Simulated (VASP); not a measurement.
Write the native input for VASP 6.6.1 that does the following.

- Task: relaxation of cell and atoms
- Functional: PBE
- Potentials or basis: VASP PAW PBE potentials, release 64 (Pb_d, W_sv)
- Cutoff: 600 eV
- k mesh: 6 × 6 × 6
- Occupations: gaussian, width 0.1 eV
- Spin: no spin polarisation
- Dipole correction: no
- Further INCAR settings: ALGO = Fast; EDIFF = 1e-07; IBRION = 2; EDIFFG = -0.04; NSW = 90; ISIF = 3

The structure of PbW lies in POSCAR:

```
PbW
1.0
    0.0000000000      2.9375378300      2.9375378300
    2.9375378300      0.0000000000      2.9375378300
    2.9375378300      2.9375378300      0.0000000000
Pb W
1 1
Direct
    0.2500000000      0.2500000000      0.2500000000
    0.0000000000      0.0000000000      0.0000000000
```

These files were run (other wordings do the same):

INCAR

```
SYSTEM = PbW
PREC     = Accurate       ! precision mode
ENCUT    = 600            ! plane-wave cutoff, eV
EDIFF    = 1E-7           ! SCF threshold, eV
ISMEAR   = 0              ! smearing method
SIGMA    = 0.1            ! smearing width, eV
LREAL    = .FALSE.        ! projectors in reciprocal space
LASPH    = .TRUE.         ! aspherical terms in the spheres
NELM     = 80             ! most SCF steps
ALGO     = Fast           ! electronic algorithm
ISIF     = 3              ! what is computed and relaxed
LWAVE    = .FALSE.        ! write WAVECAR
LCHARG   = .FALSE.        ! write CHGCAR
GGA      = PE             ! functional
IBRION   = 2              ! ionic algorithm
NSW      = 90             ! ionic steps
EDIFFG   = -0.04          ! ionic threshold
```

KPOINTS

```
regular mesh
0
G
  6 6 6
  0 0 0
```

Potentials or basis: VASP PAW PBE potentials, release 64 (Pb_d, W_sv).

The run is started by

```bash
$ cat potpaw_PBE.64/Pb_d/POTCAR potpaw_PBE.64/W_sv/POTCAR > POTCAR
$ mpirun -np 1 vasp_std > vasp.out
```

It gave:

* Relaxed volume: 31.53 Å³/atom
* Relaxed cell: a = 4.468 Å, b = 4.468 Å, c = 4.468 Å, α = 60.00°, β = 60.00°, γ = 60.00°
* Space group after relaxing (to 0.05 Å): F-43m (No. 216)
* Energy gained by relaxing: 379.2 meV/atom
* Ionic steps: 5
* Pressure after relaxing: 0.0 GPa
* Band gap on the k mesh: zero (band 14 reaches 5.02 eV, above the bottom of band 15 at 4.82 eV)

Caveat: the volume moved by over 15 % at a fixed basis, so the end points are rough; spin-orbit coupling is left out, which moves the levels of the heavy elements.

It took 2.2 min on 1 thread of Intel(R) Xeon(R) Platinum 8488C (Sapphire Rapids), with other jobs on the host, peak memory 0.22 GiB.
